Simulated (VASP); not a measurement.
## Ni: single point with RPBE

Ni:

```
Ni
1.0
     0.00000    2.58037    2.58037
     2.58037    0.00000    2.58037
     2.58037    2.58037    0.00000
Ni
2
Cartesian
  0.6451 0.6451 0.6451
  4.5156 4.5156 4.5156
```

```yaml
Program: VASP 6.6.1
Task: single point
Functional: RPBE
Potentials_or_basis: VASP PAW PBE potentials, release 64 (Ni)
Cutoff: 520 eV
k_mesh: 11 × 11 × 11
Occupations: fermi-dirac, width 0.1 eV
Spin: no spin polarisation
```

```yaml
Pressure: 0.1 GPa
Band_gap_on_the_k_mesh: zero (band 10 reaches 4.40 eV, above the bottom of band 11 at 4.13 eV)
```

Levels at points of the mesh, in eV from the Fermi level:
| k point | band 7 | band 8 | band 9 | band 10 | band 11 | band 12 | band 13 | band 14 |
| --- | --- | --- | --- | --- | --- | --- | --- | --- |
| (0.00, 0.00, 0.00) | -1.01 | -1.01 | -1.01 | -0.09 | -0.09 | 11.58 | 11.58 | 11.58 |

Wall time 24 s on 1 thread of Intel Xeon 6975P-C, with other jobs on the host, peak memory 0.17 GiB.

Caveat: the PAW data sets were made with another functional, which shifts forces and pressure a little; the run has no spin polarisation, though such a crystal can be magnetic. Spin polarisation is off, so any magnetic state and its effect on volume and gap are missing.
